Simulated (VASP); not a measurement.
# Pb (Im-3m) in VASP: settings compared, part 3 of 3

VASP 6.6.1.

## 6. Single point, r2SCAN

This run uses another cell than the first one, of 30.41 Å³/atom.

POSCAR

```
Pb
1.0
   -1.9663728605      1.9663728605      1.9663728605
    1.9663728605     -1.9663728605      1.9663728605
    1.9663728605      1.9663728605     -1.9663728605
Pb
1
Direct
    0.0000000000      0.0000000000      0.0000000000
```

INCAR.step1

```
SYSTEM = Pb
PREC = Accurate
ENCUT = 520
ISMEAR = -1
SIGMA = 0.05
LREAL = .False.
LASPH = .True.
NELM = 80
NBANDS = 13
GGA = PE
ALGO = Normal
EDIFF = 1E-4
LWAVE = .True.
LCHARG = .False.
```

INCAR.step2

```
SYSTEM = Pb
PREC = Accurate
ENCUT = 520
EDIFF = 1E-6
ISMEAR = -1
SIGMA = 0.05
LREAL = .False.
LASPH = .True.
NELM = 80
ALGO = Normal
ISIF = 2
LWAVE = .False.
LCHARG = .False.
METAGGA = R2SCAN
LMIXTAU = .True.
NBANDS = 13
ISTART = 1
```

KPOINTS

```
regular mesh
0
Gamma
  9 9 9
  0 0 0
```

Potentials or basis: VASP PAW PBE potentials, release 64 (Pb_d).

The run is started by

```console
$ cat potpaw_PBE.64/Pb_d/POTCAR > POTCAR
$ cp INCAR.step1 INCAR
$ mpirun -np 1 vasp_std > vasp.out
$ cp INCAR.step2 INCAR
$ mpirun -np 1 vasp_std > vasp.out
```

OUTCAR:

```text
SYSTEM = Pb
   PREC = Accurate
   ENCUT = 520
   EDIFF = 1E-6
   ISMEAR = -1
   LREAL = .False.
   LASPH = .True.
   NELM = 80
   ISIF = 2
   METAGGA = R2SCAN
   ISTART = 1

 ion  position               nearest neighbor table
   1  0.000  0.000  0.000-

  LATTYP: Found a body centered cubic cell.
 ALAT       =     3.9327457210

  Lattice vectors:

 A1 = (  -1.9663728605,   1.9663728605,   1.9663728605)
 A2 = (   1.9663728605,  -1.9663728605,   1.9663728605)
 A3 = (   1.9663728605,   1.9663728605,  -1.9663728605)

Analysis of symmetry for initial positions (statically):
=====================================================================
 Subroutine PRICEL returns:
 Original cell was already a primitive cell.

 Routine SETGRP: Setting up the symmetry group for a
 body centered cubic supercell.

 Subroutine GETGRP returns: Found 48 space group operations
 (whereof 48 operations were pure point group operations)
 out of a pool of 48 trial point group operations.

The static configuration has the point symmetry O_h .

Analysis of symmetry for dynamics (positions and initial velocities):
=====================================================================
 Subroutine PRICEL returns:
 Original cell was already a primitive cell.

 Routine SETGRP: Setting up the symmetry group for a
 body centered cubic supercell.

 Subroutine GETGRP returns: Found 48 space group operations
 (whereof 48 operations were pure point group operations)
 out of a pool of 48 trial point group operations.

The dynamic configuration has the point symmetry O_h .

 Subroutine INISYM returns: Found 48 space group operations
 (whereof 48 operations are pure point group operations),
 and found     1 'primitive' translations

----------------------------------------------------------------------------------------

[... 110 lines left out ...]
     AMIX_MAG =   1.60;   BMIX_MAG =  1.00
  volume/ion in A,a.u.               =      30.41       205.24
  Fermi-wavevector in a.u.,A,eV,Ry     =   1.264052  2.388712 21.739766  1.597828
  Thomas-Fermi vector in A             =   2.397377
   LORBIT       =      0    0 simple, 1 ext, 2 COOP (PROOUT), +10 PAW based schemes
   METAGGA = R2SCAN    functional components
   LHFCALC =     F    Hartree Fock is set to
   AEXX    =    0.0000 exact exchange contribution
   IVDW    =     0    specifies the selected vdW correction
   LEPSILON=     F    determine dielectric tensor
   LRPA    =     F    only Hartree local field effects (RPA)
 non-spin polarized calculation
  energy-cutoff  :      520.00
  volume of cell :       30.41
 maximum number of plane-waves:       836
 NGX is ok and might be reduce to    28
   NGX = 13   NGY = 13   NGZ = 13

 number of electron      14.0000004 magnetization

 Free energy of the ion-electron system (eV)
  ---------------------------------------------------
  ext. energy  EPLUGINS =         0.00000000
  ---------------------------------------------------
  free energy    TOTEN  =       -56.22358413 eV

  energy without entropy =      -56.21923195  energy(sigma->0) =      -56.22140804

 E-fermi :   7.2591     XC(G=0): -10.9118

 val. band max:        7.1294599975   @ k =  -0.3333   0.3333   0.3333
 cond. band min:       7.3950595330   @ k =  -0.3333   0.4444   0.2222
 fundamental gap:      0.2655995354
 Fermi energy:         7.2590684211

 k-point     1 :       0.0000    0.0000    0.0000
  band No.  band energies     occupation
      1     -10.6069      2.00000
      2     -10.6069      2.00000
      3     -10.6069      2.00000
      4     -10.3508      2.00000
      5     -10.3508      2.00000
      6      -5.0902      2.00000
      7      15.1039      0.00000
      8      15.1039      0.00000
      9      15.1039      0.00000
     10      19.0677      0.00000
     11      19.0677      0.00000
     12      19.0677      0.00000
     13      19.9771      0.00000
[... 354 lines left out ...]
  band No.  band energies     occupation
      1     -10.6044      2.00000
      2     -10.5454      2.00000
      3     -10.4388      2.00000
      4     -10.3716      2.00000
      5     -10.2216      2.00000
      6      -0.5197      2.00000
      7       3.7951      2.00000
      8       7.9020      0.00001
      9      12.0038      0.00000
     10      16.6037      0.00000
     11      18.1088      0.00000
     12      18.9354      0.00000
     13      20.7748      0.00000

 [... further k-points ...]
[... 5 lines left out ...]
  --------------------------------------------------------------------------------------
  -------------------------------------------------------------------------------------
  Total        0.0932945      0.0932945      0.0932945     -0.0000000     -0.0000000      0.0000000
  in kB        4.9148348      4.9148348      4.9148348     -0.0000000     -0.0000000      0.0000000
  external PRESSURE =       4.9148348 kB  Pullay stress =       0.0000000 kB

 VOLUME and BASIS-vectors are now :
 -----------------------------------------------------------------------------
  energy-cutoff  :      520.00
  volume of cell :       30.41
      direct lattice vectors                 reciprocal lattice vectors
    -1.966372860  1.966372860  1.966372860     0.000000000  0.254275275  0.254275275
     1.966372860 -1.966372860  1.966372860     0.254275275  0.000000000  0.254275275
     1.966372860  1.966372860 -1.966372860     0.254275275  0.254275275  0.000000000

 POSITION                                       TOTAL-FORCE (eV/Angst)
 -----------------------------------------------------------------------------------
      0.00000      0.00000      0.00000         0.000000     -0.000000     -0.000000
 -----------------------------------------------------------------------------------
    total drift:                                0.000000      0.000000      0.000000

  FREE ENERGIE OF THE ION-ELECTRON SYSTEM (eV)
  ---------------------------------------------------
  free  energy   TOTEN  =       -56.2235841276 eV

  energy  without entropy=      -56.2192319485  energy(sigma->0) =      -56.22140804
```

OUTCAR.step1:

```text
SYSTEM = Pb
   PREC = Accurate
   ENCUT = 520
   ISMEAR = -1
   LREAL = .False.
   LASPH = .True.
[... 601 lines left out ...]
 -----------------------------------------------------------------------------------
      0.00000      0.00000      0.00000        -0.000000      0.000000      0.000000
 -----------------------------------------------------------------------------------
    total drift:                                0.000000     -0.000000      0.000000

  FREE ENERGIE OF THE ION-ELECTRON SYSTEM (eV)
  ---------------------------------------------------
  free  energy   TOTEN  =        -3.4994865927 eV

  energy  without entropy=       -3.4947989569  energy(sigma->0) =       -3.49714277
```

OSZICAR.step1:

```text
N       E                     dE             d eps       ncg     rms          rms(c)
DAV:   1     0.102100777376E+03    0.10210E+03   -0.71446E+03   925   0.123E+03
DAV:   2     0.130282079487E+01   -0.10080E+03   -0.97968E+02   950   0.300E+02
DAV:   3    -0.339973025805E+01   -0.47026E+01   -0.46869E+01  1134   0.704E+01
DAV:   4    -0.350754200359E+01   -0.10781E+00   -0.10779E+00  1079   0.115E+01
DAV:   5    -0.351230009736E+01   -0.47581E-02   -0.47580E-02  1217   0.223E+00    0.542E-01
DAV:   6    -0.350201378544E+01    0.10286E-01   -0.14615E-02  1143   0.209E+00    0.273E-01
DAV:   7    -0.349954322030E+01    0.24706E-02   -0.65908E-03  1163   0.133E+00    0.933E-02
DAV:   8    -0.349948659272E+01    0.56628E-04   -0.50672E-04  1120   0.358E-01
   1 F= -.34994866E+01 E0= -.34971428E+01  d E =-.468764E-02
```

Wall time 89 s (1 thread of AMD EPYC 7R13, shared host); peak memory 0.14 GiB.

Results:

| Quantity | Value |
| --- | --- |
| Free energy | -56.2236 eV |
| Pressure | 0.5 GPa |
| Band gap on the k mesh | zero (bands 7 and 8 overlap by 10.05 eV) |

Levels at points of the mesh, in eV from the Fermi level:
| k point | band 4 | band 5 | band 6 | band 7 | band 8 | band 9 | band 10 | band 11 |
| --- | --- | --- | --- | --- | --- | --- | --- | --- |
| (0.00, 0.00, 0.00) | -17.61 | -17.61 | -12.35 | 7.84 | 7.84 | 7.84 | 11.81 | 11.81 |

Caveat: the PAW data sets were made with another functional, which shifts forces and pressure a little; spin-orbit coupling is left out, which moves the levels of the heavy elements.

## 7. The runs side by side

| level | potentials or basis | cell | gap on the mesh (eV) | pressure (GPa) |
| --- | --- | --- | --- | --- |
| LDA | VASP PAW LDA potentials, release 64 (Pb_d) | a = 3.474 Å, angles 109.5°, 1 atom | none | -4.5 |
| LDA | VASP PAW LDA potentials, release 64 (Pb_d) | a = 3.496 Å, angles 109.5°, 1 atom | none | -5.0 |
| r2SCAN | VASP PAW PBE potentials, release 64 (Pb_d) | a = 3.359 Å, angles 109.5°, 1 atom | none | 2.7 |
| r2SCAN | VASP PAW PBE potentials, release 64 (Pb_d) | a = 3.383 Å, angles 109.5°, 1 atom | none | 1.5 |
| r2SCAN | VASP PAW PBE potentials, release 64 (Pb_d) | a = 3.406 Å, angles 109.5°, 1 atom | none | 0.5 |

Alike in all rows: task single point; no spin polarisation; k mesh 9 × 9 × 9; cutoff (eV) 520; smearing fermi-dirac 0.05 eV.

Caveats: spin-orbit coupling is left out, which moves the levels of the heavy elements; the PAW data sets were made with another functional, which shifts forces and pressure a little (at least some runs); the cell stands under tension (at least some runs).

Absolute energies hang on the potentials; compare differences alone.
